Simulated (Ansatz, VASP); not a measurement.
# Two plane-wave programs on Pb

The input INCAR:

```
SYSTEM = Pb
ALGO = Normal
EDIFF = 1E-6
ENCUT = 520
ISIF = 2
ISMEAR = -1
LASPH = .True.
LCHARG = .True.
LELF = .True.
LREAL = .False.
LVHAR = .True.
LWAVE = .False.
NBANDS = 13
NELM = 100
PREC = Accurate
SIGMA = 0.05
```

KPOINTS

```
k-points
0
Gamma
  9 9 9
  0 0 0
```

Contents of POSCAR:

```
Pb
1.0
    0.0000000000      2.5235621278      2.5235621278
    2.5235621278      0.0000000000      2.5235621278
    2.5235621278      2.5235621278      0.0000000000
Pb
1
Direct
    0.0000000000      0.0000000000      0.0000000000
```

File input.yaml:

```yaml
crystal:
  lattice:
    - [0.0, 2.5235621278, 2.5235621278]
    - [2.5235621278, 0.0, 2.5235621278]
    - [2.5235621278, 2.5235621278, 0.0]
  atoms:
    - { symbol: Pb, position: [0.0, 0.0, 0.0] }
hamiltonian:
  xc: lda
  pseudopotentials: { kind: paw }
kpoints:
  mp_grid: { grid: [9, 9, 9] }
scf:
  occupations: { method: fermi_dirac, width: 0.05 }
output:
  forces: true
  stress: true
  eigenvalues: true
```

Alike in both runs: task single point; functional LDA; k mesh 9 × 9 × 9; occupations fermi-dirac, width 0.05 eV; no spin polarisation.

|  | VASP | Ansatz |
| --- | --- | --- |
| version | VASP 6.6.1 | Ansatz 0.2.0 |
| potentials or method | VASP PAW LDA potentials, release 64 (Pb_d) | Ansatz PAW |
| plane-wave cutoff (eV) | 520 | 420 |
| valence electrons in the cell | 14 | 14 |

VASP gave:

```
gap on the k mesh at the Fermi level (eV) : none
pressure (GPa)                            : -4.2
```

Question: Estimate Ansatz's values.

Answer: gap on the k mesh at the Fermi level (eV): none; pressure (GPa): -4.3.

LDA's correlation is that of Perdew and Zunger in VASP and of Perdew and Wang (1992) in Ansatz. A gap of «none» marks a metal or a gap that the smearing closes.

Spin-orbit coupling is off throughout.
